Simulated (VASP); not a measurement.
Wanted: the native input for a VASP 6.6.1 run.

```yaml
Task: single point
Functional: PBE
Potentials_or_basis: VASP PAW PBE potentials, release 64 (Al, N)
Cutoff: 520 eV
k_mesh: 6 × 6 × 6
Occupations: gaussian, width 0.05 eV
Spin: no spin polarisation
Dipole_correction: no
Further_INCAR_settings: ALGO = Normal; EDIFF = 1e-07; NBANDS = 26
```

The structure of AlN lies in POSCAR:

```
AlN
1.0
    4.3396914400      0.0004658802     -0.0359889202
   -0.0004658802     -4.4361494458      0.0723644978
    0.0359889202      0.0723644978     -4.4121341851
Al N
4 4
Direct
    0.4454520176      0.4632695925      1.0617538558
    0.0426149692      0.0783368551      1.0074124096
   -0.0160584361      0.5321122168      0.5240696348
    0.5440462251     -0.0949773073      0.5764385136
    0.7668264703      0.7628610201      0.7374118263
    0.2501548494      0.2655192758      0.7012144544
    0.1986213684      0.8050047809      0.1948323670
    0.7683425362      0.1878735660      0.1968669385
```

This cell differs from its parent crystal: atoms moved at random and the cell strained at random.

One way to write it, as run:

INCAR

```
SYSTEM = AlN
PREC = Accurate
ENCUT = 520
EDIFF = 1E-7
ISMEAR = 0
SIGMA = 0.05
LREAL = .False.
LASPH = .True.
NELM = 80
ALGO = Normal
ISIF = 2
LWAVE = .False.
LCHARG = .True.
GGA = PE
LELF = .True.
LVHAR = .True.
NBANDS = 26
```

KPOINTS

```
Automatic mesh
0
Gamma
  6 6 6
  0 0 0
```

Potentials or basis: VASP PAW PBE potentials, release 64 (Al, N).

Launch:

```bash
$ cat potpaw_PBE.64/Al/POTCAR potpaw_PBE.64/N/POTCAR > POTCAR
$ mpirun -np 1 vasp_std > vasp.out
```

Results of the run:

* Pressure: 39.7 GPa
* Largest force: 29.468 eV/Å
* Band gap on the k mesh: 1.30 eV (least direct gap 1.77 eV)

Caveat: the cell differs from its parent crystal (atoms moved at random and the cell strained at random); the cell stands under pressure; forces of over 1 eV/Å act on the atoms, so gaps and moduli don't describe the material at rest.

Wall time 4.9 min on 1 thread of AMD EPYC 7R43 64-Core Processor (Zen 3), on a shared host, peak memory 0.27 GiB.
